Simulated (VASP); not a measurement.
Set up this calculation in VASP 6.6.1, as the native input.

* Task: single point
* Functional: PBE
* Potentials or basis: VASP PAW PBE potentials, release 64 (B, N)
* Cutoff: 520 eV
* k mesh: 6 × 6 × 4
* Occupations: gaussian, width 0.01 eV
* Spin: no spin polarisation
* Dipole correction: no
* Further INCAR settings: ALGO = Normal; EDIFF = 1e-06; NBANDS = 16

The structure of BN lies in POSCAR:

```
BN
1.0
    2.5693894996      0.0000000000      0.0000000000
   -1.2846947498      2.2251565788      0.0000000000
    0.0000000000      0.0000000000      4.2498934949
B N
2 2
Direct
    0.3333333333      0.6666666667      0.0000783236
    0.6666666667      0.3333333333      0.5000783236
    0.3333333333      0.6666666667      0.3749216764
    0.6666666667      0.3333333333      0.8749216764
```

This cell differs from its parent crystal: strain +1.0%.

These files were run (other wordings do the same):

INCAR

```
SYSTEM = BN
ALGO = Normal ; EDIFF = 1E-6
ENCUT = 520 ; GGA = PE
ISIF = 2 ; ISMEAR = 0
LASPH = .TRUE. ; LCHARG = .FALSE.
LREAL = .FALSE. ; LWAVE = .FALSE.
NBANDS = 16 ; NELM = 80
PREC = Accurate ; SIGMA = 0.01
```

KPOINTS

```
k-points
0
G
  6 6 4
  0 0 0
```

Potentials or basis: VASP PAW PBE potentials, release 64 (B, N).

Run with:

```sh
$ cat potpaw_PBE.64/B/POTCAR potpaw_PBE.64/N/POTCAR > POTCAR
$ mpirun -np 1 vasp_std > vasp.out
```

Results of the run:

The pressure is -6.1 GPa. The largest force is 0.005 eV/Å and the band gap on the k mesh is 5.25 eV, indirect (least direct gap 8.17 eV).

Caveat: the k points lie up to 0.47 Å⁻¹ apart; the cell differs from its parent crystal (strain +1.0%).

It took 16 s on 1 thread of Intel Xeon 8259CL (shared host), peak memory 0.13 GiB.
